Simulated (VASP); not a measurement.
Input of a VASP 6.6.1 run:

INCAR

```
SYSTEM = TiAl3
PREC     = Accurate       ! precision mode
ENCUT    = 520            ! plane-wave cutoff, eV
EDIFF    = 1E-6           ! SCF threshold, eV
ISMEAR   = 0              ! smearing method
SIGMA    = 0.15           ! smearing width, eV
LREAL    = .FALSE.        ! projectors in reciprocal space
LASPH    = .TRUE.         ! aspherical terms in the spheres
NELM     = 80             ! most SCF steps
ALGO     = Fast           ! electronic algorithm
ISIF     = 2              ! what is computed and relaxed
LWAVE    = .FALSE.        ! write WAVECAR
LCHARG   = .FALSE.        ! write CHGCAR
GGA      = PS             ! functional
NBANDS   = 18             ! bands
```

The input KPOINTS:

```
Automatic mesh
0
G
  18 10 10
  0 0 0
```

File POSCAR:

```
TiAl3
1.0
    2.7813912058      0.0000000000      0.0000000000
    0.0000000000      4.6710700323      0.0350330252
    0.0000000000      0.0367005228      4.8934030395
Ti Al
1 3
Direct
    0.0000000000      0.5000000000      0.1631682049
    0.5000000000      0.5000000000      0.6640465240
    0.5000000000      0.0000000000      0.3331101826
    0.0000000000      0.0000000000      0.8396740885
```

Potentials or basis: VASP PAW PBE potentials, release 64 (Ti_sv, Al).

Launch:

```console
$ cat potpaw_PBE.64/Ti_sv/POTCAR potpaw_PBE.64/Al/POTCAR > POTCAR
$ mpirun -np 1 vasp_std > vasp.out
```

(1) Predict the largest force.

(2) Predict the pressure.

(3) Estimate the band gap on the k mesh.

## Answers

(1) 0.020 eV/Å.

(2) 0.1 GPa.

(3) zero (an odd number of electrons rules out a gap without spin polarisation).

Caveat: the cell differs from its parent crystal (strain +0.0150 x Voigt [0, 0, 0, 1, 0, 0]); the PAW data sets were made with another functional, which shifts forces and pressure a little.
